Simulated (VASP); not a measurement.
BN (Qingsongite): single point with r2SCAN

Crystal: BN (Qingsongite).

```
CELL_PARAMETERS angstrom
0.00000 1.82244 1.82244
1.82244 0.00000 1.82244
1.82244 1.82244 0.00000
ATOMIC_POSITIONS crystal
B 0.00000 0.00000 0.00000
N 0.25000 0.25000 0.25000
```

```json
{"Program": "VASP 6.6.1", "Task": "single point", "Functional": "r2SCAN", "Potentials or basis": "VASP PAW PBE potentials, release 64 (B, N)", "Cutoff": "520 eV", "k mesh": "10 × 10 × 10", "Occupations": "gaussian, width 0.01 eV", "Spin": "no spin polarisation", "Dipole correction": "no", "Further INCAR settings": "ALGO = Normal; EDIFF = 1e-06; NBANDS = 11"}
```

```json
{"Pressure": "-9.8 GPa", "Band gap on the k mesh": "4.95 eV, indirect (least direct gap 9.40 eV)"}
```

Levels at points of the mesh, in eV from the valence-band top:
```tsv
k point	band 1	band 2	band 3	band 4	band 5	band 6	band 7	band 8
(0.00, 0.00, 0.00)	-21.01	0.00	0.00	0.00	9.41	9.41	9.41	10.64
(0.50, 0.00, 0.00)	-16.83	-10.85	-1.97	-1.97	10.45	11.33	11.33	16.13
(0.50, 0.50, 0.00)	-15.45	-9.16	-4.97	-4.97	4.95	9.67	18.87	18.87
```

Wall time 27 s on 1 thread of Intel(R) Xeon(R) Platinum 8488C (Sapphire Rapids), on a shared host, peak memory 0.12 GiB.

Caveat: the PAW data sets were made with another functional, which shifts forces and pressure a little. r2SCAN opens gaps a little over a GGA but as a rule still falls short of measured ones.
